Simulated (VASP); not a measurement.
A run of VASP 6.6.1 is set up as follows.

Contents of INCAR:

```
PREC = Accurate
ENCUT = 520
EDIFF = 1E-7
ISMEAR = 1
SIGMA = 0.01
LREAL = F
LASPH = T
NELM = 60
ALGO = Normal
ISIF = 2
LWAVE = F
LCHARG = F
GGA = PE
NBANDS = 15
```

The input KPOINTS:

```
Automatic mesh
0
Gamma
  9 9 7
```

The input POSCAR:

```
CO2
1.0
    3.3123748138      0.0000000000      0.0000000000
   -1.6561874069      2.8686007356      0.0000000000
    0.0000000000      0.0000000000      2.5475976257
C O
1 2
Direct
    0.0000000000      0.0000000000      0.0000000000
    0.3333333333      0.6666666667      0.5000000000
    0.6666666667      0.3333333333      0.5000000000
```

Potentials or basis: VASP PAW PBE potentials, release 64 (C, O).

Command:

```console
$ cat potpaw_PBE.64/C/POTCAR potpaw_PBE.64/O/POTCAR > POTCAR
$ mpirun -np 1 vasp_std > vasp.out
```

(1) What does it give for the pressure?

(2) What does it give for the band gap on the k mesh?

## Answers

(1) 9.8 GPa.

(2) zero (bands 8 and 9 overlap by 0.92 eV).

Caveat: the cell stands under pressure.
